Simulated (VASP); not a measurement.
# Si3C (Fm-3m) in VASP: notebook

Si3C is run at these levels: PBE; tasks: single point, relaxation of cell and atoms.

Everything below comes from runs of VASP 6.6.1. Logs are shortened: lines on timing, memory, paths and dates and some standing lists are left out, and cuts for length are marked.

## 1. The cell of the first run

The structure is cubic, space group Fm-3m (No. 225). Conventional cell: a = 5.836 Å, b = 5.836 Å, c = 5.836 Å, α = 90.00°, β = 90.00°, γ = 90.00°. Si (site symmetry -43m) has 10 Si at 2.53 to 2.92 Å and 4 C at 2.53 Å within 3.3 Å. Si (site symmetry m-3m) has 8 Si at 2.53 Å and 6 C at 2.92 Å within 3.3 Å. Within 3.3 Å of C (site symmetry m-3m) lie 14 Si at 2.53 to 2.92 Å.

The cell was built from a structure type or drawn by symmetry, and may not be a known phase.

## 2. Single point, PBE

Input file INCAR:

```
SYSTEM = Si3C
ALGO = Normal
EDIFF = 1E-6
ENCUT = 520
GGA = PE
ISIF = 2
ISMEAR = 0
LASPH = .True.
LCHARG = .True.
LELF = .True.
LREAL = .False.
LVHAR = .True.
LWAVE = .False.
NBANDS = 16
NELM = 80
PREC = Accurate
SIGMA = 0.1
```

Input file KPOINTS:

```
k-points
0
Gamma
  14 14 14
  0 0 0
```

Input file POSCAR:

```
Si3C
1.0
    0.0000000000      2.9180610103      2.9180610103
    2.9180610103      0.0000000000      2.9180610103
    2.9180610103      2.9180610103      0.0000000000
Si C
3 1
Direct
    0.7500000000      0.7500000000      0.7500000000
    0.2500000000      0.2500000000      0.2500000000
    0.5000000000      0.5000000000      0.5000000000
    0.0000000000      0.0000000000      0.0000000000
```

Potentials or basis: VASP PAW PBE potentials, release 64 (Si, C).

Command:

```bash
cat potpaw_PBE.64/Si/POTCAR potpaw_PBE.64/C/POTCAR > POTCAR
mpirun -np 1 vasp_std > vasp.out
```

OUTCAR:

```text
SYSTEM = Si3C
   EDIFF = 1E-6
   ENCUT = 520
   GGA = PE
   ISIF = 2
   ISMEAR = 0
   LASPH = .True.
   LREAL = .False.
   NELM = 80
   PREC = Accurate

 ion  position               nearest neighbor table
   1  0.750  0.750  0.750-   3 2.53   3 2.53   3 2.53   3 2.53   4 2.53   4 2.53   4 2.53   4 2.53
                             2 2.92   2 2.92   2 2.92   2 2.92   2 2.92   2 2.92
   2  0.250  0.250  0.250-   4 2.53   4 2.53   4 2.53   3 2.53   4 2.53   3 2.53   3 2.53   3 2.53
                             1 2.92   1 2.92   1 2.92   1 2.92   1 2.92   1 2.92
   3  0.500  0.500  0.500-   2 2.53   2 2.53   2 2.53   1 2.53   2 2.53   1 2.53   1 2.53   1 2.53

   4  0.000  0.000  0.000-   1 2.53   1 2.53   1 2.53   1 2.53   2 2.53   2 2.53   2 2.53   2 2.53

  LATTYP: Found a face centered cubic cell.
 ALAT       =     5.8361220206

  Lattice vectors:

 A1 = (   0.0000000000,   2.9180610103,   2.9180610103)
 A2 = (   2.9180610103,   0.0000000000,   2.9180610103)
 A3 = (   2.9180610103,   2.9180610103,   0.0000000000)

Analysis of symmetry for initial positions (statically):
=====================================================================
 Subroutine PRICEL returns:
 Original cell was already a primitive cell.

 Routine SETGRP: Setting up the symmetry group for a
 face centered cubic supercell.

 Subroutine GETGRP returns: Found 48 space group operations
 (whereof 48 operations were pure point group operations)
 out of a pool of 48 trial point group operations.

The static configuration has the point symmetry O_h .

Analysis of symmetry for dynamics (positions and initial velocities):
=====================================================================
 Subroutine PRICEL returns:
 Original cell was already a primitive cell.

 Routine SETGRP: Setting up the symmetry group for a
 face centered cubic supercell.

 Subroutine GETGRP returns: Found 48 space group operations
 (whereof 48 operations were pure point group operations)
 out of a pool of 48 trial point group operations.

The dynamic configuration has the point symmetry O_h .

 Subroutine INISYM returns: Found 48 space group operations
 (whereof 48 operations are pure point group operations),
 and found     1 'primitive' translations

----------------------------------------------------------------------------------------

                                     Primitive cell

  volume of cell :      49.6950

  direct lattice vectors                    reciprocal lattice vectors
[... 95 lines left out ...]
   IBRION =     -1    ionic relax: 0-MD 1-quasi-New 2-CG
   NFREE  =      0    steps in history (QN), initial steepest desc. (CG)
   ISIF   =      2    stress and relaxation
   ISYM   =      2    0-nonsym 1-usesym 2-fastsym
   POTIM  = 0.5000    time-step for ionic-motion
   TEBEG  =    0.0;   TEEND  =   0.0 temperature during run
   PSTRESS=    0.0 pullay stress
   NELECT =      16.0000    total number of electrons
   NUPDOWN=      -1.0000    fix difference up-down
   EMIN   =  10.00;   EMAX   =-10.00  energy-range for DOS
   EFERMI =   0.00;   METHOD = LEGACY
   ISMEAR =     0;   SIGMA  =   0.10  broadening in eV -4-tet -1-fermi 0-gaus
   EFERMI_NEDOS =   21; number of points for ismear=-14 and -15
   IALGO  =     38    algorithm
   IMIX   =      4    mixing-type and parameters
     AMIX     =   0.40;   BMIX     =  1.00
     AMIX_MAG =   1.60;   BMIX_MAG =  1.00
  volume/ion in A,a.u.               =      12.42        83.84
  Fermi-wavevector in a.u.,A,eV,Ry     =   1.122045  2.120358 17.129545  1.258986
  Thomas-Fermi vector in A             =   2.258703
   LORBIT       =      0    0 simple, 1 ext, 2 COOP (PROOUT), +10 PAW based schemes
   GGA     = PE    functional components
   LHFCALC =     F    Hartree Fock is set to
   AEXX    =    0.0000 exact exchange contribution
   IVDW    =     0    specifies the selected vdW correction
   LEPSILON=     F    determine dielectric tensor
   LRPA    =     F    only Hartree local field effects (RPA)
 non-spin polarized calculation
 Gauss-broadening in eV      SIGMA  =   0.10
  energy-cutoff  :      520.00
  volume of cell :       49.70
 maximum number of plane-waves:      1363
   NGX = 15   NGY = 15   NGZ = 15

 number of electron      16.0000001 magnetization

 Free energy of the ion-electron system (eV)
  ---------------------------------------------------
  ext. energy  EPLUGINS =         0.00000000
  ---------------------------------------------------
  free energy    TOTEN  =       -19.86305514 eV

  energy without entropy =      -19.84965591  energy(sigma->0) =      -19.85635552

 E-fermi :   9.7485     XC(G=0): -11.4808

 val. band max:        9.7409551982   @ k =   0.5000   0.2857   0.0000
 cond. band min:       9.7560188421   @ k =  -0.2143   0.1429   0.0000
 fundamental gap:      0.0150636439
 Fermi energy:         9.7485412964

 k-point     1 :       0.0000    0.0000    0.0000
  band No.  band energies     occupation
      1      -5.3750      2.00000
      2       3.5875      2.00000
      3       6.5369      2.00000
      4       6.5369      2.00000
      5       6.5369      2.00000
      6       7.4429      2.00000
[... 433 lines left out ...]
      3       3.6184      2.00000
      4       4.4935      2.00000
      5       5.0340      2.00000
      6       6.5940      2.00000
[... 8 lines left out ...]
     15      16.6595      0.00000
     16      17.9006      0.00000

 [... further k-points ...]

------------------------ aborting loop because EDIFF is reached ----------------------------------------

  FORCE on cell =-STRESS in cart. coord.  units (eV):
  Direction    XX          YY          ZZ          XY          YZ          ZX
  --------------------------------------------------------------------------------------
  -------------------------------------------------------------------------------------
  Total       -0.0065047     -0.0065047     -0.0065047      0.0000000     -0.0000000      0.0000000
  in kB       -0.2097111     -0.2097111     -0.2097111      0.0000000     -0.0000000      0.0000000
  external PRESSURE =      -0.2097111 kB  Pullay stress =       0.0000000 kB

 VOLUME and BASIS-vectors are now :
 -----------------------------------------------------------------------------
  energy-cutoff  :      520.00
  volume of cell :       49.70
      direct lattice vectors                 reciprocal lattice vectors
     0.000000000  2.918061010  2.918061010    -0.171346657  0.171346657  0.171346657
     2.918061010  0.000000000  2.918061010     0.171346657 -0.171346657  0.171346657
     2.918061010  2.918061010  0.000000000     0.171346657  0.171346657 -0.171346657

 POSITION                                       TOTAL-FORCE (eV/Angst)
 -----------------------------------------------------------------------------------
      4.37709      4.37709      4.37709        -0.000000      0.000000     -0.000000
      1.45903      1.45903      1.45903        -0.000000      0.000000      0.000000
      2.91806      2.91806      2.91806         0.000000     -0.000000      0.000000
      0.00000      0.00000      0.00000         0.000000     -0.000000      0.000000
 -----------------------------------------------------------------------------------
    total drift:                                0.000000     -0.000000      0.000000

  FREE ENERGIE OF THE ION-ELECTRON SYSTEM (eV)
  ---------------------------------------------------
  free  energy   TOTEN  =       -19.8630551375 eV

  energy  without entropy=      -19.8496559055  energy(sigma->0) =      -19.85635552
```

OSZICAR:

```text
N       E                     dE             d eps       ncg     rms          rms(c)
DAV:   1     0.195960288394E+02    0.19596E+02   -0.65773E+03  3328   0.880E+02
DAV:   2    -0.186378372975E+02   -0.38234E+02   -0.34903E+02  4552   0.123E+02
DAV:   3    -0.200584246022E+02   -0.14206E+01   -0.14014E+01  4256   0.209E+01
DAV:   4    -0.200671004831E+02   -0.86759E-02   -0.86721E-02  4208   0.200E+00
DAV:   5    -0.200671736476E+02   -0.73165E-04   -0.73155E-04  4336   0.157E-01    0.539E+00
DAV:   6    -0.199021057807E+02    0.16507E+00   -0.49787E-01  4448   0.444E+00    0.323E+00
DAV:   7    -0.198703448872E+02    0.31761E-01   -0.10872E-01  4168   0.206E+00    0.177E+00
DAV:   8    -0.198640093423E+02    0.63355E-02   -0.30529E-02  3912   0.960E-01    0.260E-01
DAV:   9    -0.198630986587E+02    0.91068E-03   -0.19639E-03  4496   0.292E-01    0.118E-01
DAV:  10    -0.198630526964E+02    0.45962E-04   -0.54551E-04  3968   0.141E-01    0.680E-02
DAV:  11    -0.198630549533E+02   -0.22569E-05   -0.24741E-05  3976   0.324E-02    0.141E-02
DAV:  12    -0.198630551375E+02   -0.18418E-06   -0.16826E-06  3328   0.817E-03
   1 F= -.19863055E+02 E0= -.19856356E+02  d E =-.133992E-01
```

It took 48 s on 1 thread of Intel Xeon Platinum 8559C (Emerald Rapids), shared host; peak memory 0.2 GiB.

What came out:

| Item | Value |
| --- | --- |
| Free energy | -19.8631 eV |
| Pressure | 0.0 GPa |
| Band gap on the k mesh | zero (bands 8 and 9 overlap by 3.88 eV) |

## 3. Relaxation of cell and atoms, PBE

This run uses another cell than the first one, of 12.48 Å³/atom.

Input file INCAR:

```
SYSTEM = Si3C
PREC = Accurate
ENCUT = 600
EDIFF = 1E-6
ISMEAR = 0
SIGMA = 0.1
LREAL = .False.
LASPH = .True.
NELM = 60
ALGO = Normal
ISIF = 3
LWAVE = .False.
LCHARG = .False.
GGA = PE
IBRION = 2
NSW = 100
EDIFFG = -0.01
```

Input file KPOINTS:

```
regular mesh
0
Gamma
  14 14 14
  0 0 0
```

Input file POSCAR:

```
Si3C
1.0
    0.0000000000      2.9226097032      2.9226097032
    2.9226097032      0.0000000000      2.9226097032
    2.9226097032      2.9226097032      0.0000000000
Si C
3 1
Direct
    0.7500000000      0.7500000000      0.7500000000
    0.2500000000      0.2500000000      0.2500000000
    0.5000000000      0.5000000000      0.5000000000
    0.0000000000      0.0000000000      0.0000000000
```

Potentials or basis: VASP PAW PBE potentials, release 64 (Si, C).

Command:

```bash
cat potpaw_PBE.64/Si/POTCAR potpaw_PBE.64/C/POTCAR > POTCAR
mpirun -np 1 vasp_std > vasp.out
```

Run time: 1.7 min. Hardware: 1 thread of Intel Xeon Platinum 8559C (Emerald Rapids), shared host; peak memory 0.24 GiB.

It converged, with:

```yaml
Free_energy: -19.8636 eV
Relaxed_volume: 12.42 Å³/atom
Relaxed_cell: a = 4.126 Å, b = 4.126 Å, c = 4.126 Å, α = 60.00°, β = 60.00°, γ = 60.00°
Space_group_after_relaxing_to_0.1_Å: Fm-3m (No. 225)
Energy_gained_by_relaxing: 0.1 meV/atom
Ionic_steps: 3
Pressure_after_relaxing: 0.0 GPa
```

The path:
| step | energy change (eV) | largest force (eV/Å) | pressure (GPa) | volume (Å³) |
| --- | --- | --- | --- | --- |
| 1 | 0.0000 | 0.0000 | -0.56 | 49.93 |
| 2 | -0.0004 | 0.0000 | 0.14 | 49.61 |
| 3 | -0.0004 | 0.0000 | 0.01 | 49.68 |

Final structure:
```
CELL_PARAMETERS angstrom
0.00000 2.91768 2.91768
2.91768 0.00000 2.91768
2.91768 2.91768 0.00000
ATOMIC_POSITIONS crystal
Si 0.75000 0.75000 0.75000
Si 0.25000 0.25000 0.25000
Si 0.50000 0.50000 0.50000
C 0.00000 0.00000 0.00000
```

Levels at points of the mesh, in eV from the Fermi level:
```
           k point  band 5  band 6  band 7  band 8  band 9  band 10  band 11  band 12
(0.00, 0.00, 0.00)   -3.21   -2.31   -2.31   -2.31   -2.24    -0.52    -0.52    -0.52
(0.50, 0.00, 0.00)   -4.02   -3.57   -3.57   -3.55    1.69     2.73     2.73     3.02
(0.50, 0.50, 0.00)   -6.69   -6.37    1.59    1.59    2.28     3.87     4.30     4.30
```

Caveat: the highest band is partly filled, so the run has too few bands.
